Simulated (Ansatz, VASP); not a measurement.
Two plane-wave programs on CdF2

File INCAR:

```
SYSTEM = CdF2
PREC = Accurate
ENCUT = 600
EDIFF = 1E-6
ISMEAR = 0
SIGMA = 0.01
LREAL = .False.
LASPH = .True.
NELM = 120
ALGO = Normal
ISIF = 2
LWAVE = .False.
LCHARG = .False.
GGA = PE
NBANDS = 24
GGA_COMPAT = .False.
```

File KPOINTS:

```
regular mesh
0
Gamma
  6 6 6
  0 0 0
```

The input POSCAR:

```
CdF2
1.0
    0.0000000000      2.7127368561      2.7127368561
    2.7127368561      0.0000000000      2.7127368561
    2.7127368561      2.7127368561      0.0000000000
Cd F
1 2
Direct
    0.0000000000      0.0000000000      0.0000000000
    0.2500000000      0.2500000000      0.2500000000
    0.7500000000      0.7500000000      0.7500000000
```

Input for Ansatz:

```yaml
crystal:
  lattice:
    - [0.0, 2.7127368561, 2.7127368561]
    - [2.7127368561, 0.0, 2.7127368561]
    - [2.7127368561, 2.7127368561, 0.0]
  atoms:
    - { symbol: Cd, position: [0.0, 0.0, 0.0] }
    - { symbol: F, position: [0.25, 0.25, 0.25] }
    - { symbol: F, position: [0.75, 0.75, 0.75] }
kpoints:
  mp_grid: { grid: [6, 6, 6] }
hamiltonian:
  xc: pbe
scf:
  occupations: { method: fixed }
  n_extra_bands: 4
output:
  forces: true
  stress: true
  eigenvalues: true
```

Alike in both runs: task single point; functional PBE; k mesh 6 × 6 × 6; no spin polarisation.

```csv
,VASP,Ansatz
version,VASP 6.6.1,Ansatz 0.2.0
potentials or method,"VASP PAW PBE potentials, release 64 (Cd_sv_GW, F)","plane waves, PAW"
plane-wave cutoff (eV),600,420
occupations,"gaussian, width 0.01 eV",fixed
valence electrons in the cell,34,34
```

Ansatz gave:

- gap on the k mesh at the Fermi level (eV): 3.04
- pressure (GPa): 3.1

Task: Which values does VASP return?

Result: gap on the k mesh at the Fermi level (eV): 3.03; pressure (GPa): 2.3.
